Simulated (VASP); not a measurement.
A run of VASP 6.6.1 is set up as follows.

POSCAR

```
Bi
1.0
    2.2672586491      1.3090023913      4.1166667488
   -2.2672586491      1.3090023913      4.1166667488
    0.0000000000     -2.6180047827      4.1166667487
Bi
2
Direct
    0.2317091399      0.2317091399      0.2317091399
    0.7682908601      0.7682908601      0.7682908601
```

The input INCAR.step1:

```
ALGO = Normal ; EDIFF = 1E-4
ENCUT = 520 ; GGA = PE
ISMEAR = -1 ; LASPH = True
LCHARG = False ; LREAL = False
LWAVE = True ; NBANDS = 22
NELM = 60 ; PREC = Accurate
SIGMA = 0.1
```

INCAR.step2

```
ALGO = Normal ; EDIFF = 1E-6
ENCUT = 520 ; ISIF = 2
ISMEAR = -1 ; ISTART = 1
LASPH = True ; LCHARG = False
LMIXTAU = True ; LREAL = False
LWAVE = False ; METAGGA = R2SCAN
NBANDS = 22 ; NELM = 60
PREC = Accurate ; SIGMA = 0.1
```

Contents of KPOINTS:

```
k-points
0
Gamma
  9 9 9
```

Potentials or basis: VASP PAW PBE potentials, release 64 (Bi_d).

Launch:

```console
$ cat potpaw_PBE.64/Bi_d/POTCAR > POTCAR
$ cp INCAR.step1 INCAR
$ mpirun -np 1 vasp_std > vasp.out
$ cp INCAR.step2 INCAR
$ mpirun -np 1 vasp_std > vasp.out
```

Task: Estimate the pressure.

Result: 0.0 GPa.

Task: Estimate the largest force.

Result: 0.007 eV/Å.

Forces on the atoms (eV/Å):
```
Bi   0.000  0.000  0.007
Bi   0.000  0.000 -0.007
```

Caveat: the PAW data sets were made with another functional, which shifts forces and pressure a little.
